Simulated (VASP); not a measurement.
Here is a VASP 6.6.1 calculation.

The input INCAR:

```
SYSTEM = TiC
PREC = Accurate ; ENCUT = 520
EDIFF = 1E-6 ; ISMEAR = -1
SIGMA = 0.03 ; LREAL = .FALSE.
LASPH = .TRUE. ; NELM = 80
ALGO = Normal ; ISIF = 2
LWAVE = .FALSE. ; LCHARG = .FALSE.
GGA = PS ; NBANDS = 15
```

KPOINTS

```
Automatic mesh
0
G
  16 16 16
  0 0 0
```

The input POSCAR:

```
TiC
1.0
    0.0000000000      2.1567624877      2.1567624877
    2.1567624877      0.0000000000      2.1567624877
    2.1567624877      2.1567624877      0.0000000000
Ti C
1 1
Direct
    0.0000000000      0.0000000000      0.0000000000
    0.5000000000      0.5000000000      0.5000000000
```

Potentials or basis: VASP PAW PBE potentials, release 64 (Ti_sv, C).

Run with:

```console
$ cat potpaw_PBE.64/Ti_sv/POTCAR potpaw_PBE.64/C/POTCAR > POTCAR
$ mpirun -np 1 vasp_std > vasp.out
```

**Question.** Estimate the band gap on the k mesh.

**Answer.** Zero (bands 8 and 9 overlap by 1.08 eV).

**Question.** Estimate the pressure.

**Answer.** -3.4 GPa.

Caveat: the cell stands under tension; the PAW data sets were made with another functional, which shifts forces and pressure a little.
